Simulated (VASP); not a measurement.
Write the native input for VASP 6.6.1 that does the following.

```yaml
Task: single point
Functional: LDA
Potentials_or_basis: VASP PAW LDA potentials, release 64 (C, O)
Cutoff: 520 eV
k_mesh: 6 × 6 × 6
Occupations: gaussian, width 0.01 eV
Spin: no spin polarisation
Dipole_correction: no
Further_INCAR_settings: ALGO = Normal; EDIFF = 1e-07; NBANDS = 25
```

The structure of CO2 lies in POSCAR:

```
CO2
1.0
    4.1089710000      0.0000000000      0.0000000000
    0.3128408337      4.0970444581      0.0000000000
   -2.2109054553     -2.0485218014      2.7926865517
C O
2 4
Direct
    0.7500000000      0.2500000000      0.5000000000
    0.0000000000      0.0000000000      0.0000000000
    0.7097980000      0.1250000000      0.0847980000
    0.0402020000      0.6250000000      0.9152020000
    0.3750000000      0.2902020000      0.4152020000
    0.8750000000      0.9597980000      0.5847980000
```

One way to write it, as run:

INCAR

```
SYSTEM = CO2
  PREC = Accurate
  ENCUT = 520
  EDIFF = 1E-7
  ISMEAR = 0
  SIGMA = 0.01
  LREAL = .False.
  LASPH = .True.
  NELM = 60
  ALGO = Normal
  ISIF = 2
  LWAVE = .False.
  LCHARG = .False.
  GGA = CA
  NBANDS = 25
```

KPOINTS

```
Automatic mesh
0
Gamma
  6 6 6
  0 0 0
```

Potentials or basis: VASP PAW LDA potentials, release 64 (C, O).

Command:

```bash
$ cat potpaw_LDA.64/C/POTCAR potpaw_LDA.64/O/POTCAR > POTCAR
$ mpirun -np 1 vasp_std > vasp.out
```

It gave:

The pressure is -11.8 GPa, the largest force is 0.420 eV/Å and the band gap on the k mesh is 7.38 eV, indirect (least direct gap 7.89 eV).

Wall time 56 s on 1 thread of AMD EPYC 7R43 64-Core Processor (Zen 3) (shared host), peak memory 0.12 GiB.
